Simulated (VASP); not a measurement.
# MgS (F-43m) in VASP: single point with HSE06

Aim: the single point of MgS with HSE06.

All numbers are computed with VASP 6.6.1; they aren't measurements. Logs are shortened: lines on timing, memory, paths and dates and some standing lists are left out, and cuts for length are marked.

## 1. The cell of the first run

It takes space group F-43m (No. 216, cubic). Conventional cell: a = 5.662 Å, b = 5.662 Å, c = 5.662 Å, α = 90.00°, β = 90.00°, γ = 90.00°. Within 3.2 Å of Mg (site symmetry -43m) lie 4 S at 2.45 Å. S (site symmetry -43m) has 4 Mg at 2.45 Å within 3.2 Å.

## 2. Single point, HSE06

Input file POSCAR:

```
MgS
1.0
    0.0000000000      2.8308768412      2.8308768412
    2.8308768412      0.0000000000      2.8308768412
    2.8308768412      2.8308768412      0.0000000000
Mg S
1 1
Direct
    0.0000000000      0.0000000000      0.0000000000
    0.2500000000      0.2500000000      0.2500000000
```

Input file INCAR.step1:

```
PREC     = Accurate       # precision mode
ENCUT    = 520            # plane-wave cutoff, eV
EDIFF    = 1E-5           # SCF threshold, eV
ISMEAR   = 0              # smearing method
SIGMA    = 0.01           # smearing width, eV
LREAL    = False          # projectors in reciprocal space
LASPH    = True           # aspherical terms in the spheres
NELM     = 60             # most SCF steps
ALGO     = Normal         # electronic algorithm
ISIF     = 2              # what is computed and relaxed
LWAVE    = True           # write WAVECAR
LCHARG   = False          # write CHGCAR
NBANDS   = 11             # bands
GGA      = PE             # functional
```

Input file INCAR.step2:

```
PREC     = Accurate       # precision mode
ENCUT    = 520            # plane-wave cutoff, eV
EDIFF    = 1E-7           # SCF threshold, eV
ISMEAR   = 0              # smearing method
SIGMA    = 0.01           # smearing width, eV
LREAL    = False          # projectors in reciprocal space
LASPH    = True           # aspherical terms in the spheres
NELM     = 60             # most SCF steps
ALGO     = Normal         # electronic algorithm
ISIF     = 2              # what is computed and relaxed
LWAVE    = False          # write WAVECAR
LCHARG   = False          # write CHGCAR
GGA      = PE             # functional
LHFCALC  = True           # exact exchange
HFSCREEN = 0.2079         # screening, 1/A
PRECFOCK = Normal       
NBANDS   = 11             # bands
ISTART   = 1
```

Input file KPOINTS:

```
Automatic mesh
0
Gamma
  6 6 6
```

Potentials or basis: VASP PAW PBE potentials, release 64 (Mg, S).

Command:

```bash
$ cat potpaw_PBE.64/Mg/POTCAR potpaw_PBE.64/S/POTCAR > POTCAR
$ cp INCAR.step1 INCAR
$ mpirun -np 1 vasp_std > vasp.out
$ cp INCAR.step2 INCAR
$ mpirun -np 1 vasp_std > vasp.out
```

OUTCAR:

```text
PREC = Accurate
   ENCUT = 520
   EDIFF = 1E-7
   ISMEAR = 0
   LREAL = False
   LASPH = True
   NELM = 60
   ISIF = 2
   GGA = PE
   LHFCALC = True
   HFSCREEN = 0.2079
   PRECFOCK = Normal
   ISTART = 1

 ion  position               nearest neighbor table
   1  0.000  0.000  0.000-   2 2.45   2 2.45   2 2.45   2 2.45
   2  0.250  0.250  0.250-   1 2.45   1 2.45   1 2.45   1 2.45

  LATTYP: Found a face centered cubic cell.
 ALAT       =     5.6617536824

  Lattice vectors:

 A1 = (   0.0000000000,   2.8308768412,   2.8308768412)
 A2 = (   2.8308768412,   0.0000000000,   2.8308768412)
 A3 = (   2.8308768412,   2.8308768412,   0.0000000000)

Analysis of symmetry for initial positions (statically):
=====================================================================
 Subroutine PRICEL returns:
 Original cell was already a primitive cell.

 Routine SETGRP: Setting up the symmetry group for a
 face centered cubic supercell.

 Subroutine GETGRP returns: Found 24 space group operations
 (whereof 24 operations were pure point group operations)
 out of a pool of 48 trial point group operations.

The static configuration has the point symmetry T_d .

Analysis of symmetry for dynamics (positions and initial velocities):
=====================================================================
 Subroutine PRICEL returns:
 Original cell was already a primitive cell.

 Routine SETGRP: Setting up the symmetry group for a
 face centered cubic supercell.

 Subroutine GETGRP returns: Found 24 space group operations
 (whereof 24 operations were pure point group operations)
 out of a pool of 48 trial point group operations.

The dynamic configuration has the point symmetry T_d .

 Subroutine INISYM returns: Found 24 space group operations
 (whereof 24 operations are pure point group operations),
 and found     1 'primitive' translations

----------------------------------------------------------------------------------------

                                     Primitive cell

  volume of cell :      45.3725

  direct lattice vectors                    reciprocal lattice vectors
     0.000000000  2.830876841  2.830876841    -0.176623721  0.176623721  0.176623721
     2.830876841  0.000000000  2.830876841     0.176623721 -0.176623721  0.176623721
     2.830876841  2.830876841  0.000000000     0.176623721  0.176623721 -0.176623721

  length of vectors
     4.003464422  4.003464422  4.003464422     0.305921258  0.305921258  0.305921258

  position of ions in fractional coordinates (direct lattice)
     0.000000000  0.000000000  0.000000000
     0.250000000  0.250000000  0.250000000

  ion indices of the primitive-cell ions
   primitive index   ion index
                 1           1
                 2           2

----------------------------------------------------------------------------------------

 KPOINTS: Automatic mesh

Automatic generation of k-mesh.
 Grid dimensions read from file:
 generate k-points for:    6    6    6

 Generating k-lattice:

  Cartesian coordinates                     Fractional coordinates (reciprocal lattice)
    -0.029437287  0.029437287  0.029437287     0.166666667  0.000000000  0.000000000
     0.029437287 -0.029437287  0.029437287     0.000000000  0.166666667  0.000000000
     0.029437287  0.029437287 -0.029437287     0.000000000  0.000000000  0.166666667

  Length of vectors
     0.050986876  0.050986876  0.050986876

  Shift w.r.t. Gamma in fractional coordinates (k-lattice)
     0.000000000  0.000000000  0.000000000

 Subroutine IBZKPT returns following result:
 ===========================================

 Found     16 irreducible k-points:

 Following reciprocal coordinates:
            Coordinates               Weight
  0.000000  0.000000  0.000000      1.000000
  0.166667  0.000000  0.000000      8.000000
  0.333333  0.000000  0.000000      8.000000
  0.500000  0.000000  0.000000      4.000000
  0.166667  0.166667  0.000000      6.000000
  0.333333  0.166667  0.000000     24.000000
[... 8 lines left out ...]
 -0.333333  0.333333  0.166667     24.000000
 -0.333333  0.500000  0.166667     12.000000
   k-points           NKPTS =     16   k-points in BZ     NKDIM =    216   number of bands    NBANDS=     11
   number of dos      NEDOS =    301   number of ions     NIONS =      2
   total plane-waves  NPLWV =  27000
   dimension x,y,z NGX =    30 NGY =   30 NGZ =   30
   dimension x,y,z NGXF=    60 NGYF=   60 NGZF=   60
   ions per type =               1   1
   NGX,Y,Z   is equivalent  to a cutoff of  12.46, 12.46, 12.46 a.u.
   NGXF,Y,Z  is equivalent  to a cutoff of  24.92, 24.92, 24.92 a.u.
 SYSTEM =  unknown system
   PREC   = accura    normal or accurate (medium, high low for compatibility)
   ISTART =      1    job   : 0-new  1-cont  2-samecut
   ICHARG =      0    charge: 1-file 2-atom 10-const
   ISPIN  =      1    spin polarized calculation?
   LNONCOLLINEAR =      F non collinear calculations
   LSORBIT =      F    spin-orbit coupling
   LASPH  =      T    aspherical Exc in radial PAW
   ENCUT  =  520.0 eV  38.22 Ry    6.18 a.u.   7.44  7.44  7.44*2*pi/ulx,y,z
   NELM   =     60;   NELMIN=  2; NELMDL=  0     # of ELM steps
   EDIFF  = 0.1E-06   stopping-criterion for ELM
   LREAL  =      F    real-space projection
   EDIFFG = 0.1E-05   stopping-criterion for IOM
   NSW    =      0    number of steps for IOM
   IBRION =     -1    ionic relax: 0-MD 1-quasi-New 2-CG
   NFREE  =      0    steps in history (QN), initial steepest desc. (CG)
   ISIF   =      2    stress and relaxation
   ISYM   =      3    0-nonsym 1-usesym 2-fastsym
   POTIM  = 0.5000    time-step for ionic-motion
   TEBEG  =    0.0;   TEEND  =   0.0 temperature during run
   PSTRESS=    0.0 pullay stress
   NELECT =       8.0000    total number of electrons
   NUPDOWN=      -1.0000    fix difference up-down
   EMIN   =  10.00;   EMAX   =-10.00  energy-range for DOS
   EFERMI =   0.00;   METHOD = LEGACY
   ISMEAR =     0;   SIGMA  =   0.01  broadening in eV -4-tet -1-fermi 0-gaus
   EFERMI_NEDOS =   21; number of points for ismear=-14 and -15
   IALGO  =     38    algorithm
   IMIX   =      1    mixing-type and parameters
     AMIX     =   0.40;   BMIX     =  1.00
     AMIX_MAG =   1.60;   BMIX_MAG =  1.00
  volume/ion in A,a.u.               =      22.69       153.09
  Fermi-wavevector in a.u.,A,eV,Ry     =   0.917995  1.734760 11.465842  0.842716
  Thomas-Fermi vector in A             =   2.043027
   LORBIT       =      0    0 simple, 1 ext, 2 COOP (PROOUT), +10 PAW based schemes
   GGA     = PE    functional components
   LHFCALC =     T    Hartree Fock is set to
   PRECFOCK=normal    Normal, Fast or Accurate (Low or Medium for compatibility)
   ENCUT4O =  -1.0   cutoff for four orbital integrals eV
   NKREDX  =     1    reduce k-point grid by
   NKREDY  =     1    reduce k-point grid by
   NKREDZ  =     1    reduce k-point grid by
   AEXX    =    0.2500 exact exchange contribution
   HFSCREEN=    0.2079 screening length (either q_TF or 0.3 A-1)
   HFSCREENC=   0.2079 screening length for correlation (either q_TF or 0.3 A-1)
   ENCUTFOCK=  -1.0 apply spherical cutoff to Coloumb kernel
   IVDW    =     0    specifies the selected vdW correction
   LEPSILON=     F    determine dielectric tensor
   LRPA    =     F    only Hartree local field effects (RPA)
 non-spin polarized calculation
 Gauss-broadening in eV      SIGMA  =   0.01
  energy-cutoff  :      520.00
  volume of cell :       45.37
 maximum number of plane-waves:      1243
 NGX is ok and might be reduce to    30
  NGX = 24; NGY = 24; NGZ = 24

 number of electron       8.0000001 magnetization

 Free energy of the ion-electron system (eV)
  ---------------------------------------------------
  ext. energy  EPLUGINS =         0.00000000
  ---------------------------------------------------
  free energy    TOTEN  =        -9.84573716 eV

  energy without entropy =       -9.84573716  energy(sigma->0) =       -9.84573716

 E-fermi :   0.3886     XC(G=0):  -7.0191

 val. band max:        0.3314683184   @ k =   0.0000   0.0000   0.0000
 cond. band min:       4.8428636837   @ k =   0.0000   0.0000   0.0000
 fundamental gap:      4.5113953653
 Fermi energy:         0.3886242124

 k-point     1 :       0.0000    0.0000    0.0000
  band No.  band energies     occupation
      1     -12.0919      2.00000
      2       0.3315      2.00000
      3       0.3315      2.00000
      4       0.3315      2.00000
      5       4.8429      0.00000
      6       9.5151      0.00000
      7       9.5151      0.00000
      8       9.5151      0.00000
      9      12.5290      0.00000
     10      12.5290      0.00000
     11      15.3771      0.00000

 k-point     2 :       0.1667    0.0000    0.0000
  band No.  band energies     occupation
      1     -11.9254      2.00000
      2      -0.7863      2.00000
      3       0.2338      2.00000
      4       0.2338      2.00000
      5       5.8682      0.00000
      6       9.2507      0.00000
      7       9.7824      0.00000
      8       9.7824      0.00000
      9      11.8866      0.00000
     10      11.8866      0.00000
     11      14.3722      0.00000

 k-point     3 :       0.3333    0.0000    0.0000
  band No.  band energies     occupation
      1     -11.5529      2.00000
      2      -2.3833      2.00000
      3       0.0546      2.00000
      4       0.0546      2.00000
      5       6.5867      0.00000
      6       9.4699      0.00000
      7       9.4699      0.00000
      8       9.7514      0.00000
      9      12.9115      0.00000
     10      12.9115      0.00000
     11      13.7359      0.00000
[... 155 lines left out ...]
 k-point    15 :      -0.3333    0.3333    0.1667
  band No.  band energies     occupation
      1     -11.1549      2.00000
      2      -2.4182      2.00000
      3      -1.4633      2.00000
      4      -0.6316      2.00000
      5       7.1669      0.00000
      6       8.5633      0.00000
      7      10.0367      0.00000
      8      10.9212      0.00000
      9      12.9621      0.00000
     10      14.8411      0.00000
     11      16.1743      0.00000

 k-point    16 :      -0.3333    0.5000    0.1667
  band No.  band energies     occupation
      1     -11.0909      2.00000
      2      -2.3835      2.00000
      3      -1.3543      2.00000
      4      -1.0192      2.00000
      5       6.3323      0.00000
      6       8.3506      0.00000
      7      11.0248      0.00000
      8      11.0772      0.00000
      9      14.3514      0.00000
     10      15.6760      0.00000
     11      15.7949      0.00000

------------------------ aborting loop because EDIFF is reached ----------------------------------------

  FORCE on cell =-STRESS in cart. coord.  units (eV):
  Direction    XX          YY          ZZ          XY          YZ          ZX
  --------------------------------------------------------------------------------------
  -------------------------------------------------------------------------------------
  Total       -0.0375525     -0.0375525     -0.0375525     -0.0000000     -0.0000000      0.0000000
  in kB       -1.3260385     -1.3260385     -1.3260385     -0.0000000     -0.0000000      0.0000000
  external PRESSURE =      -1.3260385 kB  Pullay stress =       0.0000000 kB

 VOLUME and BASIS-vectors are now :
 -----------------------------------------------------------------------------
  energy-cutoff  :      520.00
  volume of cell :       45.37
      direct lattice vectors                 reciprocal lattice vectors
     0.000000000  2.830876841  2.830876841    -0.176623721  0.176623721  0.176623721
     2.830876841  0.000000000  2.830876841     0.176623721 -0.176623721  0.176623721
     2.830876841  2.830876841  0.000000000     0.176623721  0.176623721 -0.176623721

 POSITION                                       TOTAL-FORCE (eV/Angst)
 -----------------------------------------------------------------------------------
      0.00000      0.00000      0.00000         0.000000      0.000000      0.000000
      1.41544      1.41544      1.41544        -0.000000     -0.000000     -0.000000
 -----------------------------------------------------------------------------------
    total drift:                               -0.000000      0.000000      0.000000

  FREE ENERGIE OF THE ION-ELECTRON SYSTEM (eV)
  ---------------------------------------------------
  free  energy   TOTEN  =        -9.8457371631 eV

  energy  without entropy=       -9.8457371631  energy(sigma->0) =       -9.84573716
```

It took 14 min on 1 thread of AMD EPYC 7R13 (Zen 3), shared host; peak memory 0.26 GiB.

Results:

* Free energy: -9.8457 eV
* Pressure: -0.1 GPa
* Band gap on the k mesh: 4.51 eV

Levels at points of the mesh, in eV from the valence-band top:
```
           k point  band 1  band 2  band 3  band 4  band 5  band 6  band 7  band 8  band 9
(0.00, 0.00, 0.00)  -12.42    0.00    0.00    0.00    4.51    9.18    9.18    9.18   12.20
(0.50, 0.00, 0.00)  -11.67   -3.39   -0.36   -0.36    6.22    8.83    8.83    9.85   14.24
(0.50, 0.50, 0.00)  -11.43   -3.05   -1.13   -1.13    4.86    6.75   12.63   13.76   13.76
```

Caveat: the structure was generated, so it needn't be the stable form of MgS; the PAW data sets were made with another functional, which shifts forces and pressure a little. A k mesh can miss the band edges.
